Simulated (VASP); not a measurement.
# SnO (Romarchite) (P4/nmm) in VASP: further runs

The runs below take SnO (Romarchite) through single point, with PBE.

All numbers are computed with VASP 6.6.1; they aren't measurements. Logs are shortened: lines on timing, memory, paths and dates and some standing lists are left out, and cuts for length are marked.

## (1) The cell of the first run

Symmetry: P4/nmm, No. 129, tetragonal system. The conventional cell has a = 3.799 Å, b = 3.799 Å, c = 4.841 Å, α = 90.00°, β = 90.00°, γ = 90.00°. Sn (site symmetry 4mm) has 4 O at 2.22 Å within 2.9 Å. Within 2.9 Å of O (site symmetry -4m2) lie 4 Sn at 2.22 Å and 4 O at 2.69 Å.

## (2) Single point, PBE

INCAR

```
PREC     = Accurate       # precision mode
ENCUT    = 520            # plane-wave cutoff, eV
EDIFF    = 1E-6           # SCF threshold, eV
ISMEAR   = -1             # smearing method
SIGMA    = 0.05           # smearing width, eV
LREAL    = F              # projectors in reciprocal space
LASPH    = T              # aspherical terms in the spheres
NELM     = 80             # most SCF steps
ALGO     = Normal         # electronic algorithm
ISIF     = 2              # what is computed and relaxed
LWAVE    = F              # write WAVECAR
LCHARG   = F              # write CHGCAR
GGA      = PE             # functional
NBANDS   = 28             # bands
```

KPOINTS

```
regular mesh
0
Gamma
  5 5 4
```

POSCAR

```
SnO
1.0
    3.7986000000      0.0000000000      0.0000000000
    0.0000000000      3.7986000000      0.0000000000
    0.0000000000      0.0000000000      4.8408000000
Sn O
2 2
Direct
    0.5000000000      0.0000000000      0.2369000000
    0.0000000000      0.5000000000      0.7631000000
    0.0000000000      0.0000000000      0.0000000000
    0.5000000000      0.5000000000      0.0000000000
```

Potentials or basis: VASP PAW PBE potentials, release 64 (Sn_d, O).

The run is started by

```bash
$ cat potpaw_PBE.64/Sn_d/POTCAR potpaw_PBE.64/O/POTCAR > POTCAR
$ mpirun -np 1 vasp_std > vasp.out
```

OUTCAR:

```text
PREC = Accurate
   ENCUT = 520
   EDIFF = 1E-6
   ISMEAR = -1
   LREAL = F
   LASPH = T
   NELM = 80
   ISIF = 2
   GGA = PE

 ion  position               nearest neighbor table
   1  0.500  0.000  0.237-   3 2.22   4 2.22   4 2.22   3 2.22   2 3.53   2 3.53   2 3.53   2 3.53
                             2 3.70   2 3.70   2 3.70   2 3.70
   2  0.000  0.500  0.763-   3 2.22   4 2.22   3 2.22   4 2.22   1 3.53   1 3.53   1 3.53   1 3.53
                             1 3.70   1 3.70   1 3.70   1 3.70
   3  0.000  0.000  0.000-   1 2.22   2 2.22   2 2.22   1 2.22
   4  0.500  0.500  0.000-   1 2.22   2 2.22   1 2.22   2 2.22

  LATTYP: Found a simple tetragonal cell.
 ALAT       =     3.7986000000
 C/A-ratio  =     1.2743642395

  Lattice vectors:

 A1 = (   3.7986000000,   0.0000000000,   0.0000000000)
 A2 = (   0.0000000000,   3.7986000000,   0.0000000000)
 A3 = (   0.0000000000,   0.0000000000,   4.8408000000)

Analysis of symmetry for initial positions (statically):
=====================================================================
 Subroutine PRICEL returns:
 Original cell was already a primitive cell.

 Routine SETGRP: Setting up the symmetry group for a
 simple tetragonal supercell.

 Subroutine GETGRP returns: Found 16 space group operations
 (whereof  8 operations were pure point group operations)
 out of a pool of 16 trial point group operations.

The static configuration has the point symmetry D_2d.
 The point group associated with its full space group is D_4h.

Analysis of symmetry for dynamics (positions and initial velocities):
=====================================================================
 Subroutine PRICEL returns:
 Original cell was already a primitive cell.

 Routine SETGRP: Setting up the symmetry group for a
 simple tetragonal supercell.

 Subroutine GETGRP returns: Found 16 space group operations
 (whereof  8 operations were pure point group operations)
 out of a pool of 16 trial point group operations.

The dynamic configuration has the point symmetry D_2d.
 The point group associated with its full space group is D_4h.

 Subroutine INISYM returns: Found 16 space group operations
 (whereof  8 operations are pure point group operations),
 and found     1 'primitive' translations

[... 83 lines left out ...]
   ISTART =      0    job   : 0-new  1-cont  2-samecut
   ICHARG =      2    charge: 1-file 2-atom 10-const
   ISPIN  =      1    spin polarized calculation?
   LNONCOLLINEAR =      F non collinear calculations
   LSORBIT =      F    spin-orbit coupling
   LASPH  =      T    aspherical Exc in radial PAW
   ENCUT  =  520.0 eV  38.22 Ry    6.18 a.u.   7.06  7.06  9.00*2*pi/ulx,y,z
   NELM   =     80;   NELMIN=  2; NELMDL= -5     # of ELM steps
   EDIFF  = 0.1E-05   stopping-criterion for ELM
   LREAL  =      F    real-space projection
   EDIFFG = 0.1E-04   stopping-criterion for IOM
   NSW    =      0    number of steps for IOM
   IBRION =     -1    ionic relax: 0-MD 1-quasi-New 2-CG
   NFREE  =      0    steps in history (QN), initial steepest desc. (CG)
   ISIF   =      2    stress and relaxation
   ISYM   =      2    0-nonsym 1-usesym 2-fastsym
   POTIM  = 0.5000    time-step for ionic-motion
   TEBEG  =    0.0;   TEEND  =   0.0 temperature during run
   PSTRESS=    0.0 pullay stress
   NELECT =      40.0000    total number of electrons
   NUPDOWN=      -1.0000    fix difference up-down
   EMIN   =  10.00;   EMAX   =-10.00  energy-range for DOS
   EFERMI =   0.00;   METHOD = LEGACY
   ISMEAR =    -1;   SIGMA  =   0.05  broadening in eV -4-tet -1-fermi 0-gaus
   EFERMI_NEDOS =   21; number of points for ismear=-14 and -15
   IALGO  =     38    algorithm
   IMIX   =      4    mixing-type and parameters
     AMIX     =   0.40;   BMIX     =  1.00
     AMIX_MAG =   1.60;   BMIX_MAG =  1.00
  volume/ion in A,a.u.               =      17.46       117.84
  Fermi-wavevector in a.u.,A,eV,Ry     =   1.359482  2.569048 25.146163  1.848191
  Thomas-Fermi vector in A             =   2.486226
   LORBIT       =      0    0 simple, 1 ext, 2 COOP (PROOUT), +10 PAW based schemes
   GGA     = PE    functional components
   LHFCALC =     F    Hartree Fock is set to
   AEXX    =    0.0000 exact exchange contribution
   IVDW    =     0    specifies the selected vdW correction
   LEPSILON=     F    determine dielectric tensor
   LRPA    =     F    only Hartree local field effects (RPA)
 non-spin polarized calculation
  energy-cutoff  :      520.00
  volume of cell :       69.85
 maximum number of plane-waves:      1892
   NGX = 15   NGY = 15   NGZ = 19

 number of electron      39.9999994 magnetization

 Free energy of the ion-electron system (eV)
  ---------------------------------------------------
  ext. energy  EPLUGINS =         0.00000000
  ---------------------------------------------------
  free energy    TOTEN  =       -22.65723903 eV

  energy without entropy =      -22.65704776  energy(sigma->0) =      -22.65714339

 E-fermi :   7.4645     XC(G=0): -10.2661

 val. band max:        7.2547949957   @ k =   0.0000   0.0000   0.0000
 cond. band min:       7.7405312354   @ k =   0.4000   0.4000   0.0000
 fundamental gap:      0.4857362397
 Fermi energy:         7.4644518826

 k-point     1 :       0.0000    0.0000    0.0000
  band No.  band energies     occupation
      1     -14.8257      2.00000
      2     -14.3683      2.00000
      3     -14.3683      2.00000
      4     -14.3663      2.00000
      5     -14.3216      2.00000
      6     -14.3136      2.00000
[... 547 lines left out ...]
     27      17.2614      0.00000
     28      17.3508      0.00000

------------------------ aborting loop because EDIFF is reached ----------------------------------------

  FORCE on cell =-STRESS in cart. coord.  units (eV):
  Direction    XX          YY          ZZ          XY          YZ          ZX
  --------------------------------------------------------------------------------------
  -------------------------------------------------------------------------------------
  Total        2.3967585      2.3967585      1.8999558      0.0000000      0.0000000      0.0000000
  in kB       54.9756775     54.9756775     43.5802588      0.0000000      0.0000000      0.0000000
  external PRESSURE =      51.1772046 kB  Pullay stress =       0.0000000 kB

 VOLUME and BASIS-vectors are now :
 -----------------------------------------------------------------------------
  energy-cutoff  :      520.00
  volume of cell :       69.85
      direct lattice vectors                 reciprocal lattice vectors
     3.798600000  0.000000000  0.000000000     0.263254883  0.000000000  0.000000000
     0.000000000  3.798600000  0.000000000     0.000000000  0.263254883  0.000000000
     0.000000000  0.000000000  4.840800000     0.000000000  0.000000000  0.206577425

 POSITION                                       TOTAL-FORCE (eV/Angst)
 -----------------------------------------------------------------------------------
      1.89930      0.00000      1.14679         0.000000      0.000000      0.580786
      0.00000      1.89930      3.69401        -0.000000      0.000000     -0.580786
      0.00000      0.00000      0.00000        -0.000000      0.000000      0.000000
      1.89930      1.89930      0.00000        -0.000000     -0.000000      0.000000
 -----------------------------------------------------------------------------------
    total drift:                                0.000000      0.000000      0.000000

  FREE ENERGIE OF THE ION-ELECTRON SYSTEM (eV)
  ---------------------------------------------------
  free  energy   TOTEN  =       -22.6572390253 eV

  energy  without entropy=      -22.6570477622  energy(sigma->0) =      -22.65714339
```

It took 26 s on 1 thread of AMD EPYC 7R13 (Zen 3), shared host; peak memory 0.15 GiB.

What came out:

```
Free energy            : -22.6572 eV
Pressure               : 5.1 GPa
Largest force          : 0.581 eV/Å
Band gap on the k mesh : 0.49 eV, indirect (least direct gap 2.09 eV)
```

Forces on the atoms (eV/Å):
```
Sn   0.000  0.000  0.581
Sn   0.000  0.000 -0.581
O    0.000  0.000  0.000
O    0.000  0.000  0.000
```

Stress tensor (GPa, compression positive):
```
5.50 0.00 0.00
0.00 5.50 0.00
0.00 0.00 4.36
```

Caveat: spin-orbit coupling is left out, which moves the levels of the heavy elements.

## (3) Single point, PBE

This run uses another cell than the first one, of 17.64 Å³/atom, 1.010 times its volume.

INCAR

```
PREC = Accurate ; ENCUT = 520
EDIFF = 1E-6 ; ISMEAR = -1
SIGMA = 0.05 ; LREAL = False
LASPH = True ; NELM = 80
ALGO = Normal ; ISIF = 2
LWAVE = False ; LCHARG = True
GGA = PE ; LELF = True
LVHAR = True ; NBANDS = 28
```

KPOINTS

```
Automatic mesh
0
Gamma
  5 5 4
```

Edit POSCAR of step 2 so:

```diff
@@ -2,4 +2,4 @@
 1.0
-    3.7986000000      0.0000000000      0.0000000000
-    0.0000000000      3.7986000000      0.0000000000
+    3.8175930000      0.0000000000      0.0000000000
+    0.0000000000      3.8175930000      0.0000000000
     0.0000000000      0.0000000000      4.8408000000
```

Potentials or basis: VASP PAW PBE potentials, release 64 (Sn_d, O).

The run is started by

```bash
$ cat potpaw_PBE.64/Sn_d/POTCAR potpaw_PBE.64/O/POTCAR > POTCAR
$ mpirun -np 1 vasp_std > vasp.out
```

It took 28 s on 1 thread of AMD EPYC 7R13 (Zen 3), shared host; peak memory 0.15 GiB.

The run converged. Its results:

```
Free energy            : -22.6790 eV
Pressure               : 4.0 GPa
Largest force          : 0.459 eV/Å
Band gap on the k mesh : 0.55 eV, indirect (least direct gap 2.08 eV)
```

Forces in eV/Å, atoms in the order of the input:
```
Sn   0.000  0.000  0.459
Sn   0.000  0.000 -0.459
O    0.000  0.000  0.000
O    0.000  0.000  0.000
```

Stress tensor (GPa, compression positive):
```
4.17 0.00 0.00
0.00 4.17 0.00
0.00 0.00 3.63
```

Levels at points of the mesh, in eV from the valence-band top:
| k point | band 16 | band 17 | band 18 | band 19 | band 20 | band 21 | band 22 | band 23 | band 24 | band 25 |
| --- | --- | --- | --- | --- | --- | --- | --- | --- | --- | --- |
| (0.00, 0.00, 0.00) | -6.26 | -3.46 | -3.18 | -3.18 | 0.00 | 2.08 | 4.37 | 4.71 | 4.71 | 5.74 |
| (0.00, 0.00, 0.50) | -3.53 | -3.20 | -3.20 | -3.12 | -2.17 | 1.67 | 2.99 | 2.99 | 3.67 | 7.95 |

Caveat: spin-orbit coupling is left out, which moves the levels of the heavy elements. A k mesh can miss the band edges.

## (4) Single point, PBE

This run uses another cell than the first one, of 17.81 Å³/atom, 1.020 times its volume.

INCAR

```
PREC = Accurate ; ENCUT = 520
EDIFF = 1E-7 ; ISMEAR = -1
SIGMA = 0.05 ; LREAL = False
LASPH = True ; NELM = 100
ALGO = Normal ; ISIF = 2
LWAVE = False ; LCHARG = True
GGA = PE ; LELF = True
LVHAR = True ; NBANDS = 28
```

KPOINTS is that of step 3.

Edit POSCAR of step 3 so:

```diff
@@ -2,4 +2,4 @@
 1.0
-    3.8175930000      0.0000000000      0.0000000000
-    0.0000000000      3.8175930000      0.0000000000
+    3.8365860000      0.0000000000      0.0000000000
+    0.0000000000      3.8365860000      0.0000000000
     0.0000000000      0.0000000000      4.8408000000
```

The run is started by

```bash
$ cat potpaw_PBE.64/Sn_d/POTCAR potpaw_PBE.64/O/POTCAR > POTCAR
$ mpirun -np 1 vasp_std > vasp.out
```

Run time: 35 s. Hardware: 1 thread of AMD EPYC 7R13 (Zen 3), shared host; peak memory 0.16 GiB.

The run converged. Its results:

```
Free energy            : -22.6952 eV
Pressure               : 2.9 GPa
Largest force          : 0.342 eV/Å
Band gap on the k mesh : 0.60 eV, indirect (least direct gap 2.07 eV)
```

Forces in eV/Å, atoms in the order of the input:
```
Sn   0.000  0.000  0.342
Sn   0.000  0.000 -0.342
O    0.000  0.000  0.000
O    0.000  0.000  0.000
```

Levels at points of the mesh, in eV from the valence-band top:
```csv
k point,band 17,band 18,band 19,band 20,band 21,band 22,band 23,band 24
"(0.00, 0.00, 0.00)",-3.36,-3.10,-3.10,0.00,2.07,4.42,4.72,4.72
"(0.00, 0.00, 0.50)",-3.12,-3.12,-3.11,-2.06,1.67,3.02,3.02,3.65
```

Caveat: spin-orbit coupling is left out, which moves the levels of the heavy elements. A k mesh can miss the band edges.

## (5) Overview

```tsv
cell	gap on the mesh (eV)	pressure (GPa)	largest force (eV/Å)
a = 3.799, b = 3.799, c = 4.841 Å, 4 atoms	0.49	5.1	0.58
a = 3.818, b = 3.818, c = 4.841 Å, 4 atoms	0.55	4.0	0.46
a = 3.837, b = 3.837, c = 4.841 Å, 4 atoms	0.60	2.9	0.34
```

Alike in all rows: task single point; level PBE; potentials or basis VASP PAW PBE potentials, release 64 (Sn_d, O); no spin polarisation; k mesh 5 × 5 × 4; cutoff (eV) 520; smearing fermi-dirac 0.05 eV.

Caveats: spin-orbit coupling is left out, which moves the levels of the heavy elements.

Total energies depend on the potentials used, so only differences within one code and one set of settings carry meaning.
